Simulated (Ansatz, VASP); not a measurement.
As: VASP beside Ansatz

The input INCAR:

```
SYSTEM = As
PREC     = Accurate       ! precision mode
ENCUT    = 520            ! plane-wave cutoff, eV
EDIFF    = 1E-6           ! SCF threshold, eV
ISMEAR   = -1             ! smearing method
SIGMA    = 0.1            ! smearing width, eV
LREAL    = .False.        ! projectors in reciprocal space
LASPH    = .True.         ! aspherical terms in the spheres
NELM     = 100            ! most SCF steps
ALGO     = Normal         ! electronic algorithm
ISIF     = 2              ! what is computed and relaxed
LWAVE    = .False.        ! write WAVECAR
LCHARG   = .False.        ! write CHGCAR
GGA      = RE             ! functional
NBANDS   = 12             ! bands
```

KPOINTS

```
regular mesh
0
Gamma
  13 13 8
  0 0 0
```

POSCAR

```
As
1.0
    3.0505416451      0.0000000000      0.0000000000
   -1.5252708225      2.6418465599      0.0000000000
    0.0000000000      0.0000000000      4.6518192452
As
2
Direct
    0.3333333333      0.6666666667      0.2500000000
    0.6666666667      0.3333333333      0.7500000000
```

Input for Ansatz:

```yaml
crystal:
  lattice:
    - [3.0505416451, 0.0, 0.0]
    - [-1.5252708225, 2.6418465599, 0.0]
    - [0.0, 0.0, 4.6518192452]
  atoms:
    - { symbol: As, position: [0.3333333333, 0.6666666667, 0.25] }
    - { symbol: As, position: [0.6666666667, 0.3333333333, 0.75] }
hamiltonian:
  xc: revpbe
  pseudopotentials:
    kind: paw
    azcp:
      As: "pseudopotentials/As.paw.azcp"
basis:
  ecutwfc: 420
  fft_grid_basis: typed
kpoints:
  mp_grid: { grid: [13, 13, 8], shift: [0, 0, 0] }
magnetization:
  spin_polarized: false
scf:
  occupations: { method: fermi_dirac, width: 0.1 }
  lower_state_search: "off"
output:
  stress: true
  write_density: true
  write_potential: true
  elf: true
  volumetric_format: npy
```

Alike in both runs: task single point; functional revPBE; k mesh 13 × 13 × 8; occupations fermi-dirac, width 0.1 eV; no spin polarisation.

```csv
,VASP,Ansatz
version,VASP 6.6.1,Ansatz 0.2.0
potentials or method,"VASP PAW PBE potentials, release 64 (As), cutoff 520 eV","plane waves (420 eV) with PAW, scalar-relativistic"
valence electrons in the cell,10,30
```

VASP gave:

* pressure (GPa): 3.7
* traceless stress, the component that is largest in VASP (GPa): 0.54

Task: What did Ansatz give for the same quantities?

Result: Pressure (GPa): 3.6; traceless stress, the component that is largest in VASP (GPa): 0.53.

VASP's potentials were made for PBE, not for revPBE. VASP's potentials hold 10 valence electrons a cell and Ansatz's 30, so a difference there can come from the potentials and not from the codes.
